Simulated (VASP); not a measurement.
# Zr (Im-3m) in VASP: notebook

Runs on Zr. Level: PBE. Tasks: single point, relaxation of cell and atoms.

All numbers are computed with VASP 6.6.1; they aren't measurements. Logs are shortened: lines on timing, memory, paths and dates and some standing lists are left out, and cuts for length are marked.

### Step 1. The cell of the first run

The structure is cubic, space group Im-3m (No. 229). Conventional cell: a = 3.579 Å, b = 3.579 Å, c = 3.579 Å, α = 90.00°, β = 90.00°, γ = 90.00°. Zr (site symmetry m-3m) has 14 Zr at 3.10 to 3.58 Å within 4.1 Å.

This isn't the form of Zr at room conditions, which is hcp.

### Step 2. Single point, PBE

Input file INCAR:

```
  PREC = Accurate
  ENCUT = 500
  EDIFF = 1E-6
  ISMEAR = -1
  SIGMA = 0.1
  LREAL = F
  LASPH = T
  NELM = 120
  ALGO = Normal
  ISIF = 2
  LWAVE = F
  LCHARG = F
  GGA = PE
  NBANDS = 12
  GGA_COMPAT = F
```

Input file KPOINTS:

```
Automatic mesh
0
Gamma
  12 12 12
```

Input file POSCAR:

```
Zr
1.0
   -1.7895377336      1.7895377336      1.7895377336
    1.7895377336     -1.7895377336      1.7895377336
    1.7895377336      1.7895377336     -1.7895377336
Zr
1
Direct
    0.0000000000      0.0000000000      0.0000000000
```

Potentials or basis: VASP PAW PBE potentials, release 64 (Zr_sv).

On the command line:

```
$ cat potpaw_PBE.64/Zr_sv/POTCAR > POTCAR
$ mpirun -np 1 vasp_std > vasp.out
```

OUTCAR:

```text
PREC = Accurate
   ENCUT = 500
   EDIFF = 1E-6
   ISMEAR = -1
   LREAL = F
   LASPH = T
   NELM = 120
   ISIF = 2
   GGA = PE

 ion  position               nearest neighbor table
   1  0.000  0.000  0.000-

  LATTYP: Found a body centered cubic cell.
 ALAT       =     3.5790754672

  Lattice vectors:

 A1 = (  -1.7895377336,   1.7895377336,   1.7895377336)
 A2 = (   1.7895377336,  -1.7895377336,   1.7895377336)
 A3 = (   1.7895377336,   1.7895377336,  -1.7895377336)

Analysis of symmetry for initial positions (statically):
=====================================================================
 Subroutine PRICEL returns:
 Original cell was already a primitive cell.

 Routine SETGRP: Setting up the symmetry group for a
 body centered cubic supercell.

 Subroutine GETGRP returns: Found 48 space group operations
 (whereof 48 operations were pure point group operations)
 out of a pool of 48 trial point group operations.

The static configuration has the point symmetry O_h .

Analysis of symmetry for dynamics (positions and initial velocities):
=====================================================================
 Subroutine PRICEL returns:
 Original cell was already a primitive cell.

 Routine SETGRP: Setting up the symmetry group for a
 body centered cubic supercell.

 Subroutine GETGRP returns: Found 48 space group operations
 (whereof 48 operations were pure point group operations)
 out of a pool of 48 trial point group operations.

The dynamic configuration has the point symmetry O_h .

 Subroutine INISYM returns: Found 48 space group operations
 (whereof 48 operations are pure point group operations),
 and found     1 'primitive' translations

----------------------------------------------------------------------------------------

                                     Primitive cell

  volume of cell :      22.9236

  direct lattice vectors                    reciprocal lattice vectors
    -1.789537734  1.789537734  1.789537734     0.000000000  0.279401764  0.279401764
     1.789537734 -1.789537734  1.789537734     0.279401764  0.000000000  0.279401764
     1.789537734  1.789537734 -1.789537734     0.279401764  0.279401764  0.000000000

  length of vectors
     3.099570277  3.099570277  3.099570277     0.395133764  0.395133764  0.395133764

  position of ions in fractional coordinates (direct lattice)
     0.000000000  0.000000000  0.000000000

  ion indices of the primitive-cell ions
   primitive index   ion index
                 1           1

----------------------------------------------------------------------------------------

 KPOINTS: Automatic mesh

Automatic generation of k-mesh.
 Grid dimensions read from file:
 generate k-points for:   12   12   12

 Generating k-lattice:

  Cartesian coordinates                     Fractional coordinates (reciprocal lattice)
     0.000000000  0.023283480  0.023283480     0.083333333  0.000000000  0.000000000
     0.023283480  0.000000000  0.023283480     0.000000000  0.083333333  0.000000000
     0.023283480  0.023283480  0.000000000     0.000000000  0.000000000  0.083333333

  Length of vectors
     0.032927814  0.032927814  0.032927814

  Shift w.r.t. Gamma in fractional coordinates (k-lattice)
     0.000000000  0.000000000  0.000000000

 Subroutine IBZKPT returns following result:
 ===========================================

 Found     72 irreducible k-points:

 Following reciprocal coordinates:
            Coordinates               Weight
  0.000000  0.000000  0.000000      1.000000
  0.083333  0.000000  0.000000     12.000000
  0.166667  0.000000  0.000000     12.000000
  0.250000  0.000000  0.000000     12.000000
  0.333333  0.000000  0.000000     12.000000
  0.416667  0.000000  0.000000     12.000000
[... 16 lines left out ...]
  0.333333  0.083333  0.083333     24.000000
  0.416667  0.083333  0.083333     12.000000
 [... further k-points ...]
   k-points           NKPTS =     72   k-points in BZ     NKDIM =     72   number of bands    NBANDS=     12
   number of dos      NEDOS =    301   number of ions     NIONS =      1
   total plane-waves  NPLWV =  13824
   dimension x,y,z NGX =    24 NGY =   24 NGZ =   24
   dimension x,y,z NGXF=    48 NGYF=   48 NGZF=   48
   ions per type =               1
   NGX,Y,Z   is equivalent  to a cutoff of  12.87, 12.87, 12.87 a.u.
   NGXF,Y,Z  is equivalent  to a cutoff of  25.74, 25.74, 25.74 a.u.
 SYSTEM =  unknown system
   PREC   = accura    normal or accurate (medium, high low for compatibility)
   ISTART =      0    job   : 0-new  1-cont  2-samecut
   ICHARG =      2    charge: 1-file 2-atom 10-const
   ISPIN  =      1    spin polarized calculation?
   LNONCOLLINEAR =      F non collinear calculations
   LSORBIT =      F    spin-orbit coupling
   LASPH  =      T    aspherical Exc in radial PAW
   ENCUT  =  500.0 eV  36.75 Ry    6.06 a.u.   5.65  5.65  5.65*2*pi/ulx,y,z
   NELM   =    120;   NELMIN=  2; NELMDL= -5     # of ELM steps
   EDIFF  = 0.1E-05   stopping-criterion for ELM
   LREAL  =      F    real-space projection
   EDIFFG = 0.1E-04   stopping-criterion for IOM
   NSW    =      0    number of steps for IOM
   IBRION =     -1    ionic relax: 0-MD 1-quasi-New 2-CG
   NFREE  =      0    steps in history (QN), initial steepest desc. (CG)
   ISIF   =      2    stress and relaxation
   ISYM   =      2    0-nonsym 1-usesym 2-fastsym
   POTIM  = 0.5000    time-step for ionic-motion
   TEBEG  =    0.0;   TEEND  =   0.0 temperature during run
   PSTRESS=    0.0 pullay stress
   NELECT =      12.0000    total number of electrons
   NUPDOWN=      -1.0000    fix difference up-down
   EMIN   =  10.00;   EMAX   =-10.00  energy-range for DOS
   EFERMI =   0.00;   METHOD = LEGACY
   ISMEAR =    -1;   SIGMA  =   0.10  broadening in eV -4-tet -1-fermi 0-gaus
   EFERMI_NEDOS =   21; number of points for ismear=-14 and -15
   IALGO  =     38    algorithm
   IMIX   =      4    mixing-type and parameters
     AMIX     =   0.40;   BMIX     =  1.00
     AMIX_MAG =   1.60;   BMIX_MAG =  1.00
  volume/ion in A,a.u.               =      22.92       154.70
  Fermi-wavevector in a.u.,A,eV,Ry     =   1.319394  2.493292 23.685016  1.740800
  Thomas-Fermi vector in A             =   2.449295
   LORBIT       =      0    0 simple, 1 ext, 2 COOP (PROOUT), +10 PAW based schemes
   GGA     = PE    functional components
   LHFCALC =     F    Hartree Fock is set to
   AEXX    =    0.0000 exact exchange contribution
   IVDW    =     0    specifies the selected vdW correction
   LEPSILON=     F    determine dielectric tensor
   LRPA    =     F    only Hartree local field effects (RPA)
 non-spin polarized calculation
  energy-cutoff  :      500.00
  volume of cell :       22.92
 maximum number of plane-waves:       603
   NGX = 11   NGY = 11   NGZ = 11

 number of electron      12.0000000 magnetization

 Free energy of the ion-electron system (eV)
  ---------------------------------------------------
  ext. energy  EPLUGINS =         0.00000000
  ---------------------------------------------------
  free energy    TOTEN  =        -8.46663424 eV

  energy without entropy =       -8.40554584  energy(sigma->0) =       -8.43609004

 E-fermi :   8.8631     XC(G=0): -11.1474

 val. band max:        8.8517558006   @ k =   0.1667   0.0833   0.0833
 cond. band min:       8.8670470309   @ k =   0.2500   0.0833   0.0833
 fundamental gap:      0.0152912303
 Fermi energy:         8.8630847354

 k-point     1 :       0.0000    0.0000    0.0000
  band No.  band energies     occupation
      1     -39.5821      2.00000
      2     -17.0730      2.00000
      3     -17.0730      2.00000
      4     -17.0730      2.00000
      5       3.4892      2.00000
      6      10.0129      0.00002
      7      10.0129      0.00002
      8      10.0129      0.00002
      9      12.5245      0.00000
     10      12.5245      0.00000
     11      21.3225      0.00000
     12      21.3225      0.00000

 k-point     2 :       0.0833    0.0000    0.0000
  band No.  band energies     occupation
      1     -39.5715      2.00000
      2     -17.1458      2.00000
      3     -17.0952      2.00000
      4     -17.0736      2.00000
      5       3.7284      2.00000
      6       9.8539      0.00010
      7       9.9555      0.00004
      8      10.2454      0.00000
      9      12.2892      0.00000
     10      12.5231      0.00000
     11      21.5274      0.00000
     12      21.7541      0.00000

 k-point     3 :       0.1667    0.0000    0.0000
  band No.  band energies     occupation
      1     -39.5423      2.00000
      2     -17.3405      2.00000
      3     -17.1551      2.00000
      4     -17.0751      2.00000
      5       4.3854      2.00000
      6       9.4570      0.00525
      7       9.6903      0.00051
      8      10.9253      0.00000
      9      11.9990      0.00000
     10      12.5480      0.00000
     11      21.8520      0.00000
     12      22.9604      0.00000
[... 286 lines left out ...]
 k-point    23 :       0.3333    0.0833    0.0833
  band No.  band energies     occupation
      1     -39.4275      2.00000
      2     -17.9750      2.00000
      3     -17.4096      2.00000
      4     -17.1466      2.00000
      5       6.5477      2.00000
      6       8.1912      1.99759
      7       9.5340      0.00244
      8      12.6548      0.00000
      9      13.1415      0.00000
     10      15.5150      0.00000
     11      19.3306      0.00000
     12      19.8470      0.00000

 k-point    24 :       0.4167    0.0833    0.0833
  band No.  band energies     occupation
      1     -39.4178      2.00000
      2     -18.0186      2.00000
      3     -17.4416      2.00000
      4     -17.1487      2.00000
      5       6.5340      2.00000
      6       8.1153      1.99887
      7       9.9938      0.00002
      8      12.6952      0.00000
      9      13.2331      0.00000
     10      16.0884      0.00000
     11      18.6092      0.00000
     12      19.4910      0.00000

 [... further k-points ...]

------------------------ aborting loop because EDIFF is reached ----------------------------------------

  FORCE on cell =-STRESS in cart. coord.  units (eV):
  Direction    XX          YY          ZZ          XY          YZ          ZX
  --------------------------------------------------------------------------------------
  -------------------------------------------------------------------------------------
  Total        0.0049135      0.0049135      0.0049135      0.0000000     -0.0000000      0.0000000
  in kB        0.3434172      0.3434172      0.3434172      0.0000000     -0.0000000      0.0000000
  external PRESSURE =       0.3434172 kB  Pullay stress =       0.0000000 kB

 VOLUME and BASIS-vectors are now :
 -----------------------------------------------------------------------------
  energy-cutoff  :      500.00
  volume of cell :       22.92
      direct lattice vectors                 reciprocal lattice vectors
    -1.789537734  1.789537734  1.789537734     0.000000000  0.279401764  0.279401764
     1.789537734 -1.789537734  1.789537734     0.279401764  0.000000000  0.279401764
     1.789537734  1.789537734 -1.789537734     0.279401764  0.279401764  0.000000000

 POSITION                                       TOTAL-FORCE (eV/Angst)
 -----------------------------------------------------------------------------------
      0.00000      0.00000      0.00000         0.000000      0.000000     -0.000000
 -----------------------------------------------------------------------------------
    total drift:                                0.000000      0.000000      0.000000

  FREE ENERGIE OF THE ION-ELECTRON SYSTEM (eV)
  ---------------------------------------------------
  free  energy   TOTEN  =        -8.4666342443 eV

  energy  without entropy=       -8.4055458399  energy(sigma->0) =       -8.43609004
```

Run time: 18 s. Hardware: 1 thread of Intel Xeon 8259CL, shared host; peak memory 0.15 GiB.

What came out:

```
Free energy            : -8.4666 eV
Pressure               : 0.0 GPa
Band gap on the k mesh : zero (bands 6 and 7 overlap by 1.81 eV)
```

(Part 1 of 2 ends here.)
